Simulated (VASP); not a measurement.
# Pb (Fm-3m) in VASP: further runs

Runs on Pb. Level: PBE. Tasks: single point, relaxation of cell and atoms.

Program: VASP 6.6.1. These are calculated values, not measurements. Logs are shortened: lines on timing, memory, paths and dates and some standing lists are left out, and cuts for length are marked.

### 1 The cell of the first run

Symmetry: Fm-3m, No. 225, cubic system. Conventional cell: a = 5.043 Å, b = 5.043 Å, c = 5.043 Å, α = 90.00°, β = 90.00°, γ = 90.00°. Pb (site symmetry m-3m) has 12 Pb at 3.57 Å within 4.7 Å.

### 2 Single point, PBE

INCAR reads:

```
SYSTEM = Pb
ALGO = Normal ; EDIFF = 1E-6
ENCUT = 520 ; GGA = PE
ISIF = 2 ; ISMEAR = -1
LASPH = .True. ; LCHARG = .False.
LREAL = .False. ; LWAVE = .False.
NBANDS = 13 ; NELM = 80
PREC = Accurate ; SIGMA = 0.05
```

KPOINTS reads:

```
k-points
0
Gamma
  8 8 8
  0 0 0
```

POSCAR reads:

```
Pb
1.0
    0.0000000000      2.5213487763      2.5213487763
    2.5213487763      0.0000000000      2.5213487763
    2.5213487763      2.5213487763      0.0000000000
Pb
1
Direct
    0.0000000000      0.0000000000      0.0000000000
```

Potentials or basis: VASP PAW PBE potentials, release 64 (Pb_d).

The run is started by

```console
> cat potpaw_PBE.64/Pb_d/POTCAR > POTCAR
> mpirun -np 1 vasp_std > vasp.out
```

OUTCAR:

```text
SYSTEM = Pb
   EDIFF = 1E-6
   ENCUT = 520
   GGA = PE
   ISIF = 2
   ISMEAR = -1
   LASPH = .True.
   LREAL = .False.
   NELM = 80
   PREC = Accurate

 ion  position               nearest neighbor table
   1  0.000  0.000  0.000-

  LATTYP: Found a face centered cubic cell.
 ALAT       =     5.0426975526

  Lattice vectors:

 A1 = (   0.0000000000,   2.5213487763,   2.5213487763)
 A2 = (   2.5213487763,   0.0000000000,   2.5213487763)
 A3 = (   2.5213487763,   2.5213487763,   0.0000000000)

Analysis of symmetry for initial positions (statically):
=====================================================================
 Subroutine PRICEL returns:
 Original cell was already a primitive cell.

 Routine SETGRP: Setting up the symmetry group for a
 face centered cubic supercell.

 Subroutine GETGRP returns: Found 48 space group operations
 (whereof 48 operations were pure point group operations)
 out of a pool of 48 trial point group operations.

The static configuration has the point symmetry O_h .

Analysis of symmetry for dynamics (positions and initial velocities):
=====================================================================
 Subroutine PRICEL returns:
 Original cell was already a primitive cell.

 Routine SETGRP: Setting up the symmetry group for a
 face centered cubic supercell.

 Subroutine GETGRP returns: Found 48 space group operations
 (whereof 48 operations were pure point group operations)
 out of a pool of 48 trial point group operations.

The dynamic configuration has the point symmetry O_h .

 Subroutine INISYM returns: Found 48 space group operations
 (whereof 48 operations are pure point group operations),
 and found     1 'primitive' translations

----------------------------------------------------------------------------------------

                                     Primitive cell

  volume of cell :      32.0574

  direct lattice vectors                    reciprocal lattice vectors
     0.000000000  2.521348776  2.521348776    -0.198306559  0.198306559  0.198306559
     2.521348776  0.000000000  2.521348776     0.198306559 -0.198306559  0.198306559
     2.521348776  2.521348776  0.000000000     0.198306559  0.198306559 -0.198306559

  length of vectors
     3.565725635  3.565725635  3.565725635     0.343477036  0.343477036  0.343477036

  position of ions in fractional coordinates (direct lattice)
     0.000000000  0.000000000  0.000000000
[... 81 lines left out ...]
   NFREE  =      0    steps in history (QN), initial steepest desc. (CG)
   ISIF   =      2    stress and relaxation
   ISYM   =      2    0-nonsym 1-usesym 2-fastsym
   POTIM  = 0.5000    time-step for ionic-motion
   TEBEG  =    0.0;   TEEND  =   0.0 temperature during run
   PSTRESS=    0.0 pullay stress
   NELECT =      14.0000    total number of electrons
   NUPDOWN=      -1.0000    fix difference up-down
   EMIN   =  10.00;   EMAX   =-10.00  energy-range for DOS
   EFERMI =   0.00;   METHOD = LEGACY
   ISMEAR =    -1;   SIGMA  =   0.05  broadening in eV -4-tet -1-fermi 0-gaus
   EFERMI_NEDOS =   21; number of points for ismear=-14 and -15
   IALGO  =     38    algorithm
   IMIX   =      4    mixing-type and parameters
     AMIX     =   0.40;   BMIX     =  1.00
     AMIX_MAG =   1.60;   BMIX_MAG =  1.00
  volume/ion in A,a.u.               =      32.06       216.33
  Fermi-wavevector in a.u.,A,eV,Ry     =   1.242056  2.347146 20.989757  1.542704
  Thomas-Fermi vector in A             =   2.376427
   LORBIT       =      0    0 simple, 1 ext, 2 COOP (PROOUT), +10 PAW based schemes
   GGA     = PE    functional components
   LHFCALC =     F    Hartree Fock is set to
   AEXX    =    0.0000 exact exchange contribution
   IVDW    =     0    specifies the selected vdW correction
   LEPSILON=     F    determine dielectric tensor
   LRPA    =     F    only Hartree local field effects (RPA)
 non-spin polarized calculation
  energy-cutoff  :      520.00
  volume of cell :       32.06
 maximum number of plane-waves:       887
   NGX = 13   NGY = 13   NGZ = 13

 number of electron      14.0000003 magnetization

 Free energy of the ion-electron system (eV)
  ---------------------------------------------------
  ext. energy  EPLUGINS =         0.00000000
  ---------------------------------------------------
  free energy    TOTEN  =        -3.58123660 eV

  energy without entropy =       -3.57948724  energy(sigma->0) =       -3.58036192

 E-fermi :   6.5895     XC(G=0):  -9.9198

 val. band max:        6.4328230789   @ k =   0.3750   0.2500   0.0000
 cond. band min:       6.7867627316   @ k =  -0.3750   0.2500   0.0000
 fundamental gap:      0.3539396527
 Fermi energy:         6.5894714881

 k-point     1 :       0.0000    0.0000    0.0000
  band No.  band energies     occupation
      1     -10.3588      2.00000
      2     -10.3588      2.00000
      3     -10.3588      2.00000
      4     -10.2414      2.00000
      5     -10.2414      2.00000
      6      -4.7136      2.00000
      7      13.6611      0.00000
      8      13.6611      0.00000
      9      13.6611      0.00000
     10      16.3976      0.00000
     11      17.3126      0.00000
     12      18.7597      0.00000
     13      18.7597      0.00000
[... 354 lines left out ...]
  band No.  band energies     occupation
      1     -10.3599      2.00000
      2     -10.3408      2.00000
      3     -10.2545      2.00000
      4     -10.2038      2.00000
      5     -10.1325      2.00000
      6      -0.8609      2.00000
      7       3.6046      2.00000
      8       7.9912      0.00000
      9       9.8368      0.00000
     10      15.2236      0.00000
     11      17.2540      0.00000
     12      21.4677      0.00000
     13      21.7594      0.00000

 [... further k-points ...]

------------------------ aborting loop because EDIFF is reached ----------------------------------------

  FORCE on cell =-STRESS in cart. coord.  units (eV):
  Direction    XX          YY          ZZ          XY          YZ          ZX
  --------------------------------------------------------------------------------------
  -------------------------------------------------------------------------------------
  Total       -0.0130146     -0.0130146     -0.0130146     -0.0000000     -0.0000000      0.0000000
  in kB       -0.6504504     -0.6504504     -0.6504504     -0.0000000     -0.0000000      0.0000000
  external PRESSURE =      -0.6504504 kB  Pullay stress =       0.0000000 kB

 VOLUME and BASIS-vectors are now :
 -----------------------------------------------------------------------------
  energy-cutoff  :      520.00
  volume of cell :       32.06
      direct lattice vectors                 reciprocal lattice vectors
     0.000000000  2.521348776  2.521348776    -0.198306559  0.198306559  0.198306559
     2.521348776  0.000000000  2.521348776     0.198306559 -0.198306559  0.198306559
     2.521348776  2.521348776  0.000000000     0.198306559  0.198306559 -0.198306559

 POSITION                                       TOTAL-FORCE (eV/Angst)
 -----------------------------------------------------------------------------------
      0.00000      0.00000      0.00000         0.000000      0.000000      0.000000
 -----------------------------------------------------------------------------------
    total drift:                               -0.000000     -0.000000     -0.000000

  FREE ENERGIE OF THE ION-ELECTRON SYSTEM (eV)
  ---------------------------------------------------
  free  energy   TOTEN  =        -3.5812366001 eV

  energy  without entropy=       -3.5794872364  energy(sigma->0) =       -3.58036192
```

OSZICAR:

```text
N       E                     dE             d eps       ncg     rms          rms(c)
DAV:   1     0.108613871398E+03    0.10861E+03   -0.71456E+03   754   0.124E+03
DAV:   2     0.155696759010E+01   -0.10706E+03   -0.10395E+03   804   0.308E+02
DAV:   3    -0.346970980610E+01   -0.50267E+01   -0.50130E+01   967   0.726E+01
DAV:   4    -0.358529077313E+01   -0.11558E+00   -0.11557E+00   912   0.120E+01
DAV:   5    -0.359054898267E+01   -0.52582E-02   -0.52580E-02  1036   0.243E+00    0.477E-01
DAV:   6    -0.358288378279E+01    0.76652E-02   -0.12374E-02   963   0.184E+00    0.244E-01
DAV:   7    -0.358122949282E+01    0.16543E-02   -0.55293E-03   999   0.118E+00    0.884E-02
DAV:   8    -0.358124171011E+01   -0.12217E-04   -0.45815E-04   929   0.349E-01    0.120E-02
DAV:   9    -0.358123714611E+01    0.45640E-05   -0.15493E-05   996   0.686E-02    0.528E-03
DAV:  10    -0.358123660014E+01    0.54597E-06   -0.15647E-06   833   0.110E-02
   1 F= -.35812366E+01 E0= -.35803619E+01  d E =-.174936E-02
```

It took 9 s on 1 thread of Intel Xeon Platinum 8124M at 3.00GHz (Skylake/Cascade Lake), shared host; peak memory 0.16 GiB.

What came out:

- Free energy: -3.5812 eV
- Pressure: -0.1 GPa
- Band gap on the k mesh: zero (bands 7 and 8 overlap by 8.25 eV)

Caveat: spin-orbit coupling is left out, which moves the levels of the heavy elements.

### 3 Relaxation of cell and atoms, PBE

This run uses another cell than the first one, of 30.32 Å³/atom.

INCAR reads:

```
ALGO = Normal ; EDIFF = 1E-6
EDIFFG = -0.01 ; ENCUT = 600
GGA = PE ; IBRION = 2
ISIF = 3 ; ISMEAR = -1
LASPH = True ; LCHARG = False
LREAL = False ; LWAVE = False
NELM = 60 ; NSW = 80
PREC = Accurate ; SIGMA = 0.05
```

KPOINTS reads:

```
k-points
0
Gamma
  8 8 8
```

POSCAR reads:

```
Pb
1.0
    0.0000000000      2.4750200000      2.4750200000
    2.4750200000      0.0000000000      2.4750200000
    2.4750200000      2.4750200000      0.0000000000
Pb
1
Direct
    0.0000000000      0.0000000000      0.0000000000
```

Potentials or basis: VASP PAW PBE potentials, release 64 (Pb_d).

The run is started by

```console
> cat potpaw_PBE.64/Pb_d/POTCAR > POTCAR
> mpirun -np 1 vasp_std > vasp.out
```

It took 22 s on 1 thread of Intel Xeon Platinum 8124M at 3.00GHz (Skylake/Cascade Lake), shared host; peak memory 0.17 GiB.

It converged, with:

```yaml
Free_energy: -3.5810 eV
Relaxed_volume: 32.03 Å³/atom
Relaxed_cell: a = 3.565 Å, b = 3.565 Å, c = 3.565 Å, α = 60.00°, β = 60.00°, γ = 60.00°
Space_group_after_relaxing_to_0.1_Å: Fm-3m (No. 225)
Energy_gained_by_relaxing: 13.2 meV/atom
Ionic_steps: 3
Pressure_after_relaxing: 0.0 GPa
Band_gap_on_the_k_mesh: zero (bands 7 and 8 overlap by 8.26 eV)
```

The path:
```csv
step,energy change (eV),largest force (eV/Å),pressure (GPa),volume (Å³)
1,0.0000,0.0000,2.59,30.32
2,-0.0122,0.0000,-0.63,32.52
3,-0.0132,0.0000,0.01,32.03
```

Final structure:
```xyz
1
Lattice="0.0000 2.5205 2.5205 2.5205 0.0000 2.5205 2.5205 2.5205 0.0000" Properties=species:S:1:pos:R:3 pbc="T T T"
Pb    0.0000    0.0000    0.0000
```

Levels at points of the mesh, in eV from the Fermi level:
```
           k point  band 3  band 4  band 5  band 6  band 7  band 8  band 9  band 10  band 11
(0.00, 0.00, 0.00)  -16.95  -16.83  -16.83  -11.31    7.08    7.08    7.08     9.81    10.73
(0.50, 0.00, 0.00)  -16.94  -16.72  -16.72   -7.99   -3.86    5.37    5.37     9.08     9.28
(0.50, 0.50, 0.00)  -16.73  -16.69  -16.69   -6.71   -2.97    2.07    2.07     5.31     6.57
```

Caveat: spin-orbit coupling is left out, which moves the levels of the heavy elements.

The gap in the log of VASP goes by the Fermi energy; the results here count the filled bands.